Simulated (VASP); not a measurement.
# Ni (Fm-3m) in VASP: notebook

Runs on Ni. Level: LDA. Tasks: single point.

All numbers are computed with VASP 6.6.1; they aren't measurements. Logs are shortened: lines on timing, memory, paths and dates and some standing lists are left out, and cuts for length are marked.

**1. The cell of the first run**

The structure is cubic, space group Fm-3m (No. 225). The conventional cell has a = 3.524 Å, b = 3.524 Å, c = 3.524 Å, α = 90.00°, β = 90.00°, γ = 90.00°. Within 3.3 Å of Ni (site symmetry m-3m) lie 12 Ni at 2.49 Å.

**2. Single point, LDA, collinear spin, antiferromagnetic start**

Contents of INCAR:

```
SYSTEM = Ni
ALGO = Normal
EDIFF = 1E-6
ENCUT = 520
ISIF = 2
ISMEAR = -1
ISPIN = 2
LASPH = .TRUE.
LCHARG = .FALSE.
LMAXMIX = 4
LORBIT = 11
LREAL = .FALSE.
LWAVE = .FALSE.
MAGMOM = 1.5 -1.5
NBANDS = 21
NELM = 150
PREC = Accurate
SIGMA = 0.1
```

Contents of KPOINTS:

```
k-points
0
G
  15 15 15
  0 0 0
```

Contents of POSCAR:

```
Ni
1.0
    0.0000000000      1.7619350000      1.7619350000
   -1.7619350000      1.7619350000      0.0000000000
   -1.7619350000     -1.7619350000      3.5238700000
Ni
2
Direct
    0.0000000000      0.0000000000      0.0000000000
    0.0000000000      0.5000000000      0.5000000000
```

Potentials or basis: VASP PAW LDA potentials, release 64 (Ni).

On the command line:

```sh
$ cat potpaw_LDA.64/Ni/POTCAR > POTCAR
$ mpirun -np 1 vasp_std > vasp.out
```

OUTCAR:

```text
SYSTEM = Ni
   EDIFF = 1E-6
   ENCUT = 520
   ISIF = 2
   ISMEAR = -1
   ISPIN = 2
   LASPH = .TRUE.
   LORBIT = 11
   LREAL = .FALSE.
   NELM = 150
   PREC = Accurate

 ion  position               nearest neighbor table
   1  0.000  0.000  0.000-   2 2.49   2 2.49   2 2.49   2 2.49   2 2.49   2 2.49
   2  0.000  0.500  0.500-   1 2.49   1 2.49   1 2.49   1 2.49   1 2.49   1 2.49

  LATTYP: Found a trigonal (rhomboedric) cell.
 ALAT       =     4.3158417100
 COS(alpha) =     0.8333333333

  Lattice vectors:

 A1 = (  -3.5238700000,  -1.7619350000,   1.7619350000)
 A2 = (  -1.7619350000,  -3.5238700000,   1.7619350000)
 A3 = (  -1.7619350000,  -1.7619350000,   3.5238700000)

Analysis of symmetry for initial positions (statically):
=====================================================================
 Subroutine PRICEL returns following result:

  LATTYP: Found a face centered cubic cell.
 ALAT       =     3.5238700000

  Lattice vectors:

 A1 = (   1.7619350000,   1.7619350000,   0.0000000000)
 A2 = (   0.0000000000,   1.7619350000,   1.7619350000)
 A3 = (   1.7619350000,   0.0000000000,   1.7619350000)

   2 primitive cells build up your supercell.

 Routine SETGRP: Setting up the symmetry group for a
 trigonal (rhombohedral) supercell.

 Subroutine GETGRP returns: Found 12 space group operations
 (whereof 12 operations were pure point group operations)
 out of a pool of 12 trial point group operations.

The static configuration has the point symmetry D_3d.

Analysis of symmetry for dynamics (positions and initial velocities):
=====================================================================
 Subroutine PRICEL returns following result:

  LATTYP: Found a face centered cubic cell.
 ALAT       =     3.5238700000

  Lattice vectors:

 A1 = (   1.7619350000,   1.7619350000,   0.0000000000)
 A2 = (   0.0000000000,   1.7619350000,   1.7619350000)
 A3 = (   1.7619350000,   0.0000000000,   1.7619350000)

   2 primitive cells build up your supercell.

 Routine SETGRP: Setting up the symmetry group for a
 trigonal (rhombohedral) supercell.

 Subroutine GETGRP returns: Found 12 space group operations
 (whereof 12 operations were pure point group operations)
 out of a pool of 12 trial point group operations.

The dynamic configuration has the point symmetry D_3d.

Analysis of structural, dynamic, and magnetic symmetry:
=====================================================================
 Subroutine PRICEL returns following result:

  LATTYP: Found a face centered cubic cell.
 ALAT       =     3.5238700000

  Lattice vectors:

 A1 = (   1.7619350000,   1.7619350000,   0.0000000000)
 A2 = (   0.0000000000,   1.7619350000,   1.7619350000)
 A3 = (   1.7619350000,   0.0000000000,   1.7619350000)

   2 primitive cells build up your supercell.

 Routine SETGRP: Setting up the symmetry group for a
 trigonal (rhombohedral) supercell.

 Subroutine GETGRP returns: Found 12 space group operations
 (whereof 12 operations were pure point group operations)
 out of a pool of 12 trial point group operations.

The overall configuration has the point symmetry D_3d.

 Subroutine INISYM returns: Found 12 space group operations
 (whereof 12 operations are pure point group operations),
 and found     2 'primitive' translations

----------------------------------------------------------------------------------------

                                     Primitive cell

  volume of cell :      10.9396

  direct lattice vectors                    reciprocal lattice vectors
     1.761935000  1.761935000  0.000000000     0.283778914  0.283778914 -0.283778914
     0.000000000  1.761935000  1.761935000    -0.283778914  0.283778914  0.283778914
     1.761935000  0.000000000  1.761935000     0.283778914 -0.283778914  0.283778914

  length of vectors
     2.491752373  2.491752373  2.491752373     0.491519496  0.491519496  0.491519496

  position of ions in fractional coordinates (direct lattice)
     0.000000000  0.000000000  0.000000000

  ion indices of the primitive-cell ions
   primitive index   ion index
                 1           1

----------------------------------------------------------------------------------------

 KPOINTS: k-points

Automatic generation of k-mesh.
 Grid dimensions read from file:
 generate k-points for:   15   15   15

 Generating k-lattice:

  Cartesian coordinates                     Fractional coordinates (reciprocal lattice)
     0.018918594  0.018918594  0.018918594     0.066666667  0.000000000  0.000000000
    -0.028377891  0.009459297 -0.009459297     0.000000000  0.066666667 -0.000000000
    -0.009459297 -0.009459297  0.009459297     0.000000000  0.000000000  0.066666667

  Length of vectors
     0.032767966  0.031372939  0.016383983

  Shift w.r.t. Gamma in fractional coordinates (k-lattice)
     0.000000000  0.000000000  0.000000000

 Subroutine IBZKPT returns following result:
 ===========================================

 Found    344 irreducible k-points:

 Following reciprocal coordinates:
            Coordinates               Weight
  0.000000  0.000000  0.000000      1.000000
  0.066667  0.000000  0.000000      6.000000
  0.133333  0.000000  0.000000      6.000000
  0.200000  0.000000  0.000000      6.000000
  0.266667  0.000000  0.000000      6.000000
  0.333333  0.000000  0.000000      6.000000
[... 16 lines left out ...]
  0.466667  0.133333 -0.000000     12.000000
 -0.466667  0.133333 -0.000000     12.000000
 [... further k-points ...]
   k-points           NKPTS =    344   k-points in BZ     NKDIM =    344   number of bands    NBANDS=     21
   number of dos      NEDOS =    301   number of ions     NIONS =      2
   total plane-waves  NPLWV =  12800
   dimension x,y,z NGX =    20 NGY =   20 NGZ =   32
   dimension x,y,z NGXF=    40 NGYF=   40 NGZF=   64
   ions per type =               2
   NGX,Y,Z   is equivalent  to a cutoff of  13.34, 13.34, 12.33 a.u.
   NGXF,Y,Z  is equivalent  to a cutoff of  26.69, 26.69, 24.65 a.u.
 SYSTEM =  Ni
   PREC   = accura    normal or accurate (medium, high low for compatibility)
   ISTART =      0    job   : 0-new  1-cont  2-samecut
   ICHARG =      2    charge: 1-file 2-atom 10-const
   ISPIN  =      2    spin polarized calculation?
   LNONCOLLINEAR =      F non collinear calculations
   LSORBIT =      F    spin-orbit coupling
   LASPH  =      T    aspherical Exc in radial PAW
   ENCUT  =  520.0 eV  38.22 Ry    6.18 a.u.   4.63  4.63  8.02*2*pi/ulx,y,z
   NELM   =    150;   NELMIN=  2; NELMDL= -5     # of ELM steps
   EDIFF  = 0.1E-05   stopping-criterion for ELM
   LREAL  =      F    real-space projection
   EDIFFG = 0.1E-04   stopping-criterion for IOM
   NSW    =      0    number of steps for IOM
   IBRION =     -1    ionic relax: 0-MD 1-quasi-New 2-CG
   NFREE  =      0    steps in history (QN), initial steepest desc. (CG)
   ISIF   =      2    stress and relaxation
   ISYM   =      2    0-nonsym 1-usesym 2-fastsym
   POTIM  = 0.5000    time-step for ionic-motion
   TEBEG  =    0.0;   TEEND  =   0.0 temperature during run
   PSTRESS=    0.0 pullay stress
   NELECT =      20.0000    total number of electrons
   NUPDOWN=      -1.0000    fix difference up-down
   EMIN   =  10.00;   EMAX   =-10.00  energy-range for DOS
   EFERMI =   0.00;   METHOD = LEGACY
   ISMEAR =    -1;   SIGMA  =   0.10  broadening in eV -4-tet -1-fermi 0-gaus
   EFERMI_NEDOS =   21; number of points for ismear=-14 and -15
   IALGO  =     38    algorithm
   IMIX   =      4    mixing-type and parameters
     AMIX     =   0.40;   BMIX     =  1.00
     AMIX_MAG =   1.60;   BMIX_MAG =  1.00
  volume/ion in A,a.u.               =      10.94        73.82
  Fermi-wavevector in a.u.,A,eV,Ry     =   1.588821  3.002436 34.345893  2.524352
  Thomas-Fermi vector in A             =   2.687765
   LORBIT       =     11    0 simple, 1 ext, 2 COOP (PROOUT), +10 PAW based schemes
   GGA     = CA    functional components
   LHFCALC =     F    Hartree Fock is set to
   AEXX    =    0.0000 exact exchange contribution
   IVDW    =     0    specifies the selected vdW correction
   LEPSILON=     F    determine dielectric tensor
   LRPA    =     F    only Hartree local field effects (RPA)
 spin polarized calculation
  energy-cutoff  :      520.00
  volume of cell :       21.88
 maximum number of plane-waves:       601
   NGX =  9   NGY =  9   NGZ = 15

 number of electron      20.0000015 magnetization      -0.0000000

 number of electron      20.0000015 magnetization       0.0000000

 Free energy of the ion-electron system (eV)
  ---------------------------------------------------
  ext. energy  EPLUGINS =         0.00000000
  ---------------------------------------------------
  free energy    TOTEN  =       -13.06745513 eV

  energy without entropy =      -12.89222093  energy(sigma->0) =      -12.97983803

 E-fermi :   8.8200     XC(G=0): -13.5790

 val. band max:        8.8198510501   @ k =  -0.2667   0.4000   0.1333
 cond. band min:       8.8223221371   @ k =   0.4667   0.4667   0.0667
 fundamental gap:      0.0024710869
 Fermi energy:         8.8200394395

 spin component 1

 k-point     1 :       0.0000    0.0000    0.0000
  band No.  band energies     occupation
      1       0.0220      1.00000
      2       4.3918      1.00000
      3       6.9055      1.00000
      4       6.9055      1.00000
      5       6.9384      1.00000
      6       6.9384      1.00000
[... 550 lines left out ...]
      5       7.1046      1.00000
      6       7.3822      1.00000
[... 13 lines left out ...]
     20      33.2040      0.00000
     21      35.1772      0.00000

 [... further k-points ...]

 spin component 2

 k-point     1 :       0.0000    0.0000    0.0000
  band No.  band energies     occupation
      1       0.0220      1.00000
      2       4.3918      1.00000
      3       6.9055      1.00000
      4       6.9055      1.00000
      5       6.9384      1.00000
      6       6.9384      1.00000
[... 550 lines left out ...]
      5       7.1046      1.00000
      6       7.3822      1.00000
[... 13 lines left out ...]
     20      33.2040      0.00000
     21      35.1772      0.00000

 [... further k-points ...]

------------------------ aborting loop because EDIFF is reached ----------------------------------------

  FORCE on cell =-STRESS in cart. coord.  units (eV):
  Direction    XX          YY          ZZ          XY          YZ          ZX
  --------------------------------------------------------------------------------------
  -------------------------------------------------------------------------------------
  Total       -2.4771164     -2.4771164     -2.4771164      0.0052394     -0.0052394     -0.0052394
  in kB     -181.3958576   -181.3958576   -181.3958576      0.3836731     -0.3836731     -0.3836731
  external PRESSURE =    -181.3958576 kB  Pullay stress =       0.0000000 kB

 VOLUME and BASIS-vectors are now :
 -----------------------------------------------------------------------------
  energy-cutoff  :      520.00
  volume of cell :       21.88
      direct lattice vectors                 reciprocal lattice vectors
     0.000000000  1.761935000  1.761935000     0.283778914  0.283778914  0.283778914
    -1.761935000  1.761935000  0.000000000    -0.425668370  0.141889457 -0.141889457
    -1.761935000 -1.761935000  3.523870000    -0.141889457 -0.141889457  0.141889457

 POSITION                                       TOTAL-FORCE (eV/Angst)
 -----------------------------------------------------------------------------------
      0.00000      0.00000      0.00000        -0.000000      0.000000      0.000000
     -1.76194      0.00000      1.76194         0.000000     -0.000000     -0.000000
 -----------------------------------------------------------------------------------
    total drift:                               -0.000000     -0.000000      0.000000

  FREE ENERGIE OF THE ION-ELECTRON SYSTEM (eV)
  ---------------------------------------------------
  free  energy   TOTEN  =       -13.0674551327 eV

  energy  without entropy=      -12.8922209305  energy(sigma->0) =      -12.97983803

 total charge

# of ion       s       p       d       tot
------------------------------------------
    1        0.494   0.487   8.331   9.312
    2        0.494   0.487   8.331   9.312
--------------------------------------------------
tot          0.988   0.975  16.662  18.625

 magnetization (x)

# of ion       s       p       d       tot
------------------------------------------
    1       -0.000   0.000   0.000   0.000
    2        0.000  -0.000  -0.000  -0.000
--------------------------------------------------
tot          0.000   0.000   0.000   0.000
```

Wall time 4.9 min (1 thread of Oxide Virtual Turin-like, shared host); peak memory 0.26 GiB.

Results:

| Property | Result |
| --- | --- |
| Free energy | -13.0675 eV |
| Pressure | -18.1 GPa |
| Band gap on the k mesh | zero (filled and empty bands overlap) |
| Net moment | 0.00 μB per cell |
| Valence electrons inside the program's atomic spheres | Ni 9.31 |

Caveat: the cell stands under tension; the moments typed at the start vanished in this run.

**3. Single point, LDA, collinear spin, antiferromagnetic start**

Contents of INCAR:

```
PREC     = Accurate       # precision mode
ENCUT    = 520            # plane-wave cutoff, eV
EDIFF    = 1E-7           # SCF threshold, eV
ISMEAR   = -1             # smearing method
SIGMA    = 0.1            # smearing width, eV
LREAL    = False          # projectors in reciprocal space
LASPH    = True           # aspherical terms in the spheres
NELM     = 150            # most SCF steps
ALGO     = Normal         # electronic algorithm
ISIF     = 2              # what is computed and relaxed
LWAVE    = False          # write WAVECAR
LCHARG   = False          # write CHGCAR
ISPIN    = 2              # spin polarisation
MAGMOM   = 1.5 -1.5       # initial moments
LORBIT   = 11             # projections on sites
LMAXMIX  = 4              # l up to which the mixer works
NBANDS   = 21             # bands
```

Contents of KPOINTS:

```
Automatic mesh
0
Gamma
  15 15 15
```

POSCAR is that of step 2.

Potentials or basis: VASP PAW LDA potentials, release 64 (Ni).

On the command line:

```sh
$ cat potpaw_LDA.64/Ni/POTCAR > POTCAR
$ mpirun -np 1 vasp_std > vasp.out
```

Run time: 3.7 min. Hardware: 1 thread of Oxide Virtual Turin-like, shared host; peak memory 0.26 GiB.

The run converged. Its results:

* Free energy: -13.0675 eV
* Pressure: -18.1 GPa
* Band gap on the k mesh: zero (filled and empty bands overlap)
* Net moment: 0.00 μB per cell
* Valence electrons inside the program's atomic spheres: Ni 9.31

Levels at points of the mesh, in eV from the Fermi level:
Spin up:
```
           k point  band 6  band 7  band 8  band 9  band 10  band 11  band 12  band 13  band 14  band 15
(0.00, 0.00, 0.00)   -1.88   -1.88   -0.76   -0.76    -0.10    -0.04    -0.04     6.00    22.37    23.86
```
Spin down:
```csv
k point,band 8,band 9,band 10,band 11,band 12,band 13
"(0.00, 0.00, 0.00)",-0.76,-0.76,-0.10,-0.04,-0.04,6.00
```

Caveat: the cell stands under tension; the moments typed at the start vanished in this run.
